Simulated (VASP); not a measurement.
# AlN (P6_3mc) in VASP: notebook

The runs below take AlN through single point, with PBEsol.

Everything below comes from runs of VASP 6.6.1. Logs are shortened: lines on timing, memory, paths and dates and some standing lists are left out, and cuts for length are marked.

## 1. The cell of the first run

The structure is hexagonal, space group P6_3mc (No. 186). Conventional cell: a = 3.204 Å, b = 3.204 Å, c = 4.903 Å, α = 90.00°, β = 90.00°, γ = 120.00°. Within 2.5 Å of Al (site symmetry 3m) lie 4 N at 1.89 to 1.93 Å. N (site symmetry 3m) has 4 Al at 1.89 to 1.93 Å within 2.5 Å.

## 2. Single point, PBEsol (strain +0.030 along x and y, -0.015 along z)

The input, INCAR:

```
ALGO = Normal
EDIFF = 1E-6
ENCUT = 520
GGA = PS
ISIF = 2
ISMEAR = 0
LASPH = True
LCHARG = True
LELF = True
LREAL = False
LVHAR = True
LWAVE = False
NBANDS = 16
NELM = 60
PREC = Accurate
SIGMA = 0.05
```

The input, KPOINTS:

```
k-points
0
Gamma
  9 9 6
```

The input, POSCAR:

```
AlN
1.0
    3.2043322161      0.0000000000      0.0000000000
   -1.6021661081      2.7750331013      0.0000000000
    0.0000000000      0.0000000000      4.9033300000
Al N
2 2
Direct
    0.3333333333      0.6666666667      0.0000000000
    0.6666666667      0.3333333333      0.5000000000
    0.3333333333      0.6666666667      0.3850000000
    0.6666666667      0.3333333333      0.8850000000
```

Potentials or basis: VASP PAW PBE potentials, release 64 (Al, N).

Run with:

```sh
$ cat potpaw_PBE.64/Al/POTCAR potpaw_PBE.64/N/POTCAR > POTCAR
$ mpirun -np 1 vasp_std > vasp.out
```

OUTCAR:

```text
EDIFF = 1E-6
   ENCUT = 520
   GGA = PS
   ISIF = 2
   ISMEAR = 0
   LASPH = True
   LREAL = False
   NELM = 60
   PREC = Accurate

 ion  position               nearest neighbor table
   1  0.333  0.667  0.000-   3 1.89   4 1.93   4 1.93   4 1.93   2 3.07   2 3.07   2 3.07   2 3.07
                             2 3.07   2 3.07
   2  0.667  0.333  0.500-   4 1.89   3 1.93   3 1.93   3 1.93   1 3.07   1 3.07   1 3.07   1 3.07
                             1 3.07   1 3.07
   3  0.333  0.667  0.385-   1 1.89   2 1.93   2 1.93   2 1.93
   4  0.667  0.333  0.885-   2 1.89   1 1.93   1 1.93   1 1.93

  LATTYP: Found a hexagonal cell.
 ALAT       =     3.2043322161
 C/A-ratio  =     1.5302189877

  Lattice vectors:

 A1 = (   3.2043322161,   0.0000000000,   0.0000000000)
 A2 = (  -1.6021661081,   2.7750331013,   0.0000000000)
 A3 = (   0.0000000000,   0.0000000000,   4.9033300000)

Analysis of symmetry for initial positions (statically):
=====================================================================
 Subroutine PRICEL returns:
 Original cell was already a primitive cell.

 Routine SETGRP: Setting up the symmetry group for a
 hexagonal supercell.

 Subroutine GETGRP returns: Found 12 space group operations
 (whereof  6 operations were pure point group operations)
 out of a pool of 24 trial point group operations.

The static configuration has the point symmetry C_3v.
 The point group associated with its full space group is C_6v.

Analysis of symmetry for dynamics (positions and initial velocities):
=====================================================================
 Subroutine PRICEL returns:
 Original cell was already a primitive cell.

 Routine SETGRP: Setting up the symmetry group for a
 hexagonal supercell.

 Subroutine GETGRP returns: Found 12 space group operations
 (whereof  6 operations were pure point group operations)
 out of a pool of 24 trial point group operations.

The dynamic configuration has the point symmetry C_3v.
 The point group associated with its full space group is C_6v.

 Subroutine INISYM returns: Found 12 space group operations
 (whereof  6 operations are pure point group operations),
 and found     1 'primitive' translations

----------------------------------------------------------------------------------------

                                     Primitive cell

  volume of cell :      43.6010

  direct lattice vectors                    reciprocal lattice vectors
     3.204332216  0.000000000  0.000000000     0.312077504  0.180178031  0.000000000
    -1.602166108  2.775033101  0.000000000     0.000000000  0.360356062  0.000000000
     0.000000000  0.000000000  4.903330000     0.000000000  0.000000000  0.203943035

  length of vectors
     3.204332216  3.204332216  4.903330000     0.360356062  0.360356062  0.203943035

  position of ions in fractional coordinates (direct lattice)
     0.333333333  0.666666667  0.000000000
     0.666666667  0.333333333  0.500000000
     0.333333333  0.666666667  0.385000000
     0.666666667  0.333333333  0.885000000

  ion indices of the primitive-cell ions
   primitive index   ion index
                 1           1
                 2           2
                 3           3
                 4           4

----------------------------------------------------------------------------------------

 KPOINTS: k-points

Automatic generation of k-mesh.
 Grid dimensions read from file:
 generate k-points for:    9    9    6

 Generating k-lattice:

  Cartesian coordinates                     Fractional coordinates (reciprocal lattice)
     0.034675278  0.020019781  0.000000000     0.111111111 -0.000000000  0.000000000
     0.000000000  0.040039562  0.000000000     0.000000000  0.111111111  0.000000000
     0.000000000  0.000000000  0.033990506     0.000000000  0.000000000  0.166666667

  Length of vectors
     0.040039562  0.040039562  0.033990506

  Shift w.r.t. Gamma in fractional coordinates (k-lattice)
     0.000000000  0.000000000  0.000000000

 Subroutine IBZKPT returns following result:
 ===========================================

 Found     48 irreducible k-points:

 Following reciprocal coordinates:
            Coordinates               Weight
  0.000000  0.000000  0.000000      1.000000
  0.111111  0.000000  0.000000      6.000000
  0.222222  0.000000  0.000000      6.000000
  0.333333  0.000000  0.000000      6.000000
  0.444444  0.000000  0.000000      6.000000
  0.111111  0.111111  0.000000      6.000000
[... 16 lines left out ...]
  0.333333  0.222222  0.166667     24.000000
  0.333333  0.333333  0.166667      4.000000
 [... further k-points ...]
   k-points           NKPTS =     48   k-points in BZ     NKDIM =     48   number of bands    NBANDS=     16
   number of dos      NEDOS =    301   number of ions     NIONS =      4
   total plane-waves  NPLWV =  20736
   dimension x,y,z NGX =    24 NGY =   24 NGZ =   36
   dimension x,y,z NGXF=    48 NGYF=   48 NGZF=   72
   ions per type =               2   2
   NGX,Y,Z   is equivalent  to a cutoff of  12.45, 12.45, 12.21 a.u.
   NGXF,Y,Z  is equivalent  to a cutoff of  24.90, 24.90, 24.41 a.u.
 SYSTEM =  unknown system
   PREC   = accura    normal or accurate (medium, high low for compatibility)
   ISTART =      0    job   : 0-new  1-cont  2-samecut
   ICHARG =      2    charge: 1-file 2-atom 10-const
   ISPIN  =      1    spin polarized calculation?
   LNONCOLLINEAR =      F non collinear calculations
   LSORBIT =      F    spin-orbit coupling
   LASPH  =      T    aspherical Exc in radial PAW
   ENCUT  =  520.0 eV  38.22 Ry    6.18 a.u.   5.96  5.96  9.12*2*pi/ulx,y,z
   NELM   =     60;   NELMIN=  2; NELMDL= -5     # of ELM steps
   EDIFF  = 0.1E-05   stopping-criterion for ELM
   LREAL  =      F    real-space projection
   EDIFFG = 0.1E-04   stopping-criterion for IOM
   NSW    =      0    number of steps for IOM
   IBRION =     -1    ionic relax: 0-MD 1-quasi-New 2-CG
   NFREE  =      0    steps in history (QN), initial steepest desc. (CG)
   ISIF   =      2    stress and relaxation
   ISYM   =      2    0-nonsym 1-usesym 2-fastsym
   POTIM  = 0.5000    time-step for ionic-motion
   TEBEG  =    0.0;   TEEND  =   0.0 temperature during run
   PSTRESS=    0.0 pullay stress
   NELECT =      16.0000    total number of electrons
   NUPDOWN=      -1.0000    fix difference up-down
   EMIN   =  10.00;   EMAX   =-10.00  energy-range for DOS
   EFERMI =   0.00;   METHOD = LEGACY
   ISMEAR =     0;   SIGMA  =   0.05  broadening in eV -4-tet -1-fermi 0-gaus
   EFERMI_NEDOS =   21; number of points for ismear=-14 and -15
   IALGO  =     38    algorithm
   IMIX   =      4    mixing-type and parameters
     AMIX     =   0.40;   BMIX     =  1.00
     AMIX_MAG =   1.60;   BMIX_MAG =  1.00
  volume/ion in A,a.u.               =      10.90        73.56
  Fermi-wavevector in a.u.,A,eV,Ry     =   1.172058  2.214869 18.690604  1.373721
  Thomas-Fermi vector in A             =   2.308493
   LORBIT       =      0    0 simple, 1 ext, 2 COOP (PROOUT), +10 PAW based schemes
   GGA     = PS    functional components
   LHFCALC =     F    Hartree Fock is set to
   AEXX    =    0.0000 exact exchange contribution
   IVDW    =     0    specifies the selected vdW correction
   LEPSILON=     F    determine dielectric tensor
   LRPA    =     F    only Hartree local field effects (RPA)
 non-spin polarized calculation
 Gauss-broadening in eV      SIGMA  =   0.05
  energy-cutoff  :      520.00
  volume of cell :       43.60
 maximum number of plane-waves:      1203
 NGX is ok and might be reduce to    24
   NGX = 11   NGY = 11   NGZ = 19

 number of electron      16.0000003 magnetization

 Free energy of the ion-electron system (eV)
  ---------------------------------------------------
  ext. energy  EPLUGINS =         0.00000000
  ---------------------------------------------------
  free energy    TOTEN  =       -31.21186248 eV

  energy without entropy =      -31.21186248  energy(sigma->0) =      -31.21186248

 E-fermi :   6.0408     XC(G=0): -10.9195

 val. band max:        5.8312786000   @ k =   0.0000   0.0000   0.0000
 cond. band min:       9.4292133781   @ k =   0.0000   0.0000   0.0000
 fundamental gap:      3.5979347781
 Fermi energy:         6.0408105805

 k-point     1 :       0.0000    0.0000    0.0000
  band No.  band energies     occupation
      1      -9.2574      2.00000
      2      -7.0170      2.00000
      3      -0.0655      2.00000
      4       4.6215      2.00000
      5       4.6215      2.00000
      6       5.3979      2.00000
[... 8 lines left out ...]
     15      18.0831      0.00000
     16      19.2229      0.00000

 k-point     2 :       0.1111    0.0000    0.0000
  band No.  band energies     occupation
      1      -9.1124      2.00000
      2      -6.9469      2.00000
      3       0.1080      2.00000
      4       3.9528      2.00000
      5       4.4287      2.00000
      6       4.7295      2.00000
[... 8 lines left out ...]
     15      18.1305      0.00000
     16      18.1706      0.00000

 k-point     3 :       0.2222    0.0000    0.0000
  band No.  band energies     occupation
      1      -8.7013      2.00000
      2      -6.7783      2.00000
      3       0.6117      2.00000
      4       2.5432      2.00000
      5       3.5461      2.00000
      6       4.0321      2.00000
[... 8 lines left out ...]
     15      17.4938      0.00000
     16      17.8199      0.00000

 k-point     4 :       0.3333    0.0000    0.0000
  band No.  band energies     occupation
      1      -8.1086      2.00000
      2      -6.6392      2.00000
      3       1.2181      2.00000
      4       1.3855      2.00000
      5       2.4678      2.00000
      6       3.6647      2.00000
[... 8 lines left out ...]
     15      17.4834      0.00000
     16      19.1975      0.00000
[... 324 lines left out ...]
 k-point    22 :       0.2222    0.2222    0.1667
  band No.  band energies     occupation
      1      -7.7214      2.00000
      2      -6.6891      2.00000
      3       1.1040      2.00000
      4       1.3671      2.00000
      5       2.7311      2.00000
      6       2.9528      2.00000
[... 8 lines left out ...]
     15      17.4909      0.00000
     16      19.9318      0.00000

 k-point    23 :       0.3333    0.2222    0.1667
  band No.  band energies     occupation
      1      -7.2353      2.00000
      2      -6.7261      2.00000
      3       0.7428      2.00000
      4       1.4113      2.00000
      5       2.1462      2.00000
      6       3.2898      2.00000
[... 8 lines left out ...]
     15      17.8473      0.00000
     16      19.7828      0.00000

 k-point    24 :       0.3333    0.3333    0.1667
  band No.  band energies     occupation
      1      -6.9004      2.00000
      2      -6.9004      2.00000
      3       1.0228      2.00000
      4       1.5082      2.00000
      5       1.5082      2.00000
      6       3.1928      2.00000
[... 8 lines left out ...]
     15      18.1663      0.00000
     16      19.8265      0.00000

 [... further k-points ...]

------------------------ aborting loop because EDIFF is reached ----------------------------------------

  FORCE on cell =-STRESS in cart. coord.  units (eV):
  Direction    XX          YY          ZZ          XY          YZ          ZX
  --------------------------------------------------------------------------------------
  -------------------------------------------------------------------------------------
  Total       -3.4756278     -3.4756278      0.4871167      0.0000000      0.0000000      0.0000000
  in kB     -127.7165033   -127.7165033     17.8997433      0.0000000      0.0000000      0.0000000
  external PRESSURE =     -79.1777545 kB  Pullay stress =       0.0000000 kB

 VOLUME and BASIS-vectors are now :
 -----------------------------------------------------------------------------
  energy-cutoff  :      520.00
  volume of cell :       43.60
      direct lattice vectors                 reciprocal lattice vectors
     3.204332216  0.000000000  0.000000000     0.312077504  0.180178031  0.000000000
    -1.602166108  2.775033101  0.000000000     0.000000000  0.360356062  0.000000000
     0.000000000  0.000000000  4.903330000     0.000000000  0.000000000  0.203943035

 POSITION                                       TOTAL-FORCE (eV/Angst)
 -----------------------------------------------------------------------------------
     -0.00000      1.85002      0.00000         0.000000      0.000000     -0.311502
      1.60217      0.92501      2.45167        -0.000000     -0.000000     -0.311502
     -0.00000      1.85002      1.88778         0.000000     -0.000000      0.311502
      1.60217      0.92501      4.33945        -0.000000      0.000000      0.311502
 -----------------------------------------------------------------------------------
    total drift:                                0.000000      0.000000     -0.000193

  FREE ENERGIE OF THE ION-ELECTRON SYSTEM (eV)
  ---------------------------------------------------
  free  energy   TOTEN  =       -31.2118624808 eV

  energy  without entropy=      -31.2118624808  energy(sigma->0) =      -31.21186248
```

It used 28 s of CPU time on 1 thread of AMD EPYC 7R13 Processor (Zen 3) (shared host).

Results:

- Free energy: -31.2119 eV
- Pressure: -7.9 GPa
- Largest force: 0.312 eV/Å
- Band gap on the k mesh: 3.60 eV, direct

Forces in eV/Å, atoms in the order of the input:
```
Al   0.000  0.000 -0.312
Al   0.000  0.000 -0.312
N    0.000  0.000  0.312
N    0.000  0.000  0.312
```

Stress tensor (GPa, compression positive):
```
-12.77   0.00   0.00
  0.00 -12.77   0.00
  0.00   0.00   1.79
```

Caveat: the cell differs from its parent crystal (strain +0.030 along x and y, -0.015 along z); the PAW data sets were made with another functional, which shifts forces and pressure a little. A k mesh can miss the band edges.

## 3. Single point, PBEsol (strain +0.015 along x and y, +0.015 along z)

The input, INCAR:

```
ALGO = Normal
EDIFF = 1E-6
ENCUT = 520
GGA = PS
ISIF = 2
ISMEAR = 0
LASPH = T
LCHARG = F
LREAL = F
LWAVE = F
NBANDS = 16
NELM = 80
PREC = Accurate
SIGMA = 0.05
```

KPOINTS is that of step 2.

The input, POSCAR:

```
AlN
1.0
    3.1576671839      0.0000000000      0.0000000000
   -1.5788335919      2.7346199979      0.0000000000
    0.0000000000      0.0000000000      5.0526700000
Al N
2 2
Direct
    0.3333333333      0.6666666667      0.0000000000
    0.6666666667      0.3333333333      0.5000000000
    0.3333333333      0.6666666667      0.3850000000
    0.6666666667      0.3333333333      0.8850000000
```

Potentials or basis: VASP PAW PBE potentials, release 64 (Al, N).

Run with:

```sh
$ cat potpaw_PBE.64/Al/POTCAR potpaw_PBE.64/N/POTCAR > POTCAR
$ mpirun -np 1 vasp_std > vasp.out
```

It took 53 s on 1 thread of AMD EPYC 7R13 (Zen 3), shared host; peak memory 0.13 GiB.

The run converged. Its results:

- Free energy: -31.2653 eV
- Pressure: -7.8 GPa
- Largest force: 0.175 eV/Å
- Band gap on the k mesh: 3.71 eV, direct

Forces in eV/Å, atoms in the order of the input:
```
Al   0.000  0.000  0.175
Al   0.000  0.000  0.175
N    0.000  0.000 -0.175
N    0.000  0.000 -0.175
```

Stress tensor (GPa, compression positive):
```
-7.52  0.00  0.00
 0.00 -7.52  0.00
 0.00  0.00 -8.44
```

Levels at points of the mesh, in eV from the valence-band top:
```tsv
k point	band 6	band 7	band 8	band 9	band 10	band 11
(0.00, 0.00, 0.00)	-0.28	-0.28	0.00	3.71	6.15	10.14
(0.00, 0.00, 0.50)	-0.62	-0.62	-0.62	5.98	5.98	9.82
```

Caveat: the cell differs from its parent crystal (strain +0.015 along x and y, +0.015 along z); the PAW data sets were made with another functional, which shifts forces and pressure a little.

## 4. Single point, PBEsol (strain +0.030 along x and y, +0.000 along z)

The input, INCAR:

```
SYSTEM = AlN
PREC = Accurate
ENCUT = 520
EDIFF = 1E-6
ISMEAR = 0
SIGMA = 0.05
LREAL = .False.
LASPH = .True.
NELM = 80
ALGO = Normal
ISIF = 2
LWAVE = .False.
LCHARG = .False.
GGA = PS
NBANDS = 16
```

The input, KPOINTS:

```
regular mesh
0
Gamma
  9 9 6
  0 0 0
```

The input, POSCAR:

```
AlN
1.0
    3.2043322161      0.0000000000      0.0000000000
   -1.6021661081      2.7750331013      0.0000000000
    0.0000000000      0.0000000000      4.9780000000
Al N
2 2
Direct
    0.3333333333      0.6666666667      0.0000000000
    0.6666666667      0.3333333333      0.5000000000
    0.3333333333      0.6666666667      0.3850000000
    0.6666666667      0.3333333333      0.8850000000
```

Run with:

```sh
$ cat potpaw_PBE.64/Al/POTCAR potpaw_PBE.64/N/POTCAR > POTCAR
$ mpirun -np 1 vasp_std > vasp.out
```

Wall time 57 s (1 thread of AMD EPYC 7R13 (Zen 3), shared host); peak memory 0.13 GiB.

Results (log left out):

```yaml
Free_energy: -31.2067 eV
Pressure: -10.5 GPa
Largest_force: 0.100 eV/Å
Band_gap_on_the_k_mesh: 3.51 eV, direct
```

Forces on the atoms (eV/Å):
```
Al   0.000  0.000 -0.100
Al   0.000  0.000 -0.100
N    0.000  0.000  0.100
N    0.000  0.000  0.100
```

Stress tensor (GPa, compression positive):
```
-13.51   0.00   0.00
  0.00 -13.51   0.00
  0.00   0.00  -4.41
```

Levels at points of the mesh, in eV from the valence-band top:
```tsv
k point	band 6	band 7	band 8	band 9	band 10	band 11
(0.00, 0.00, 0.00)	-0.38	-0.38	0.00	3.51	5.68	10.10
(0.00, 0.00, 0.50)	-0.76	-0.76	-0.76	5.67	5.67	9.75
```

Caveat: the cell differs from its parent crystal (strain +0.030 along x and y, +0.000 along z); the PAW data sets were made with another functional, which shifts forces and pressure a little.

## 5. Single point, PBEsol (strain +0.015 along x and y, +0.030 along z)

The input, INCAR:

```
  PREC = Accurate
  ENCUT = 520
  EDIFF = 1E-7
  ISMEAR = 0
  SIGMA = 0.05
  LREAL = False
  LASPH = True
  NELM = 60
  ALGO = Normal
  ISIF = 2
  LWAVE = False
  LCHARG = False
  GGA = PS
  NBANDS = 16
```

The input, KPOINTS:

```
Automatic mesh
0
Gamma
  9 9 6
```

The input, POSCAR:

```
AlN
1.0
    3.1576671839      0.0000000000      0.0000000000
   -1.5788335919      2.7346199979      0.0000000000
    0.0000000000      0.0000000000      5.1273400000
Al N
2 2
Direct
    0.3333333333      0.6666666667      0.0000000000
    0.6666666667      0.3333333333      0.5000000000
    0.3333333333      0.6666666667      0.3850000000
    0.6666666667      0.3333333333      0.8850000000
```

Run with:

```sh
$ cat potpaw_PBE.64/Al/POTCAR potpaw_PBE.64/N/POTCAR > POTCAR
$ mpirun -np 1 vasp_std > vasp.out
```

It used 67 s of CPU time on 1 thread of AMD EPYC 7R13 Processor (Zen 3), on a shared host.

It converged, with:

- Free energy: -31.2211 eV
- Pressure: -10.0 GPa
- Largest force: 0.281 eV/Å
- Band gap on the k mesh: 3.61 eV, direct

Forces on the atoms (eV/Å):
```
Al   0.000  0.000  0.281
Al   0.000  0.000  0.281
N    0.000  0.000 -0.281
N    0.000  0.000 -0.281
```

Stress tensor (GPa, compression positive):
```
 -8.25   0.00   0.00
  0.00  -8.25   0.00
  0.00   0.00 -13.58
```

Levels at points of the mesh, in eV from the valence-band top:
| k point | band 6 | band 7 | band 8 | band 9 | band 10 | band 11 |
| --- | --- | --- | --- | --- | --- | --- |
| (0.00, 0.00, 0.00) | -0.22 | -0.22 | 0.00 | 3.61 | 6.20 | 10.00 |
| (0.00, 0.00, 0.50) | -0.53 | -0.53 | -0.53 | 5.95 | 5.95 | 9.68 |

Caveat: the cell differs from its parent crystal (strain +0.015 along x and y, +0.030 along z); the PAW data sets were made with another functional, which shifts forces and pressure a little.

[end of part 1 of 2]
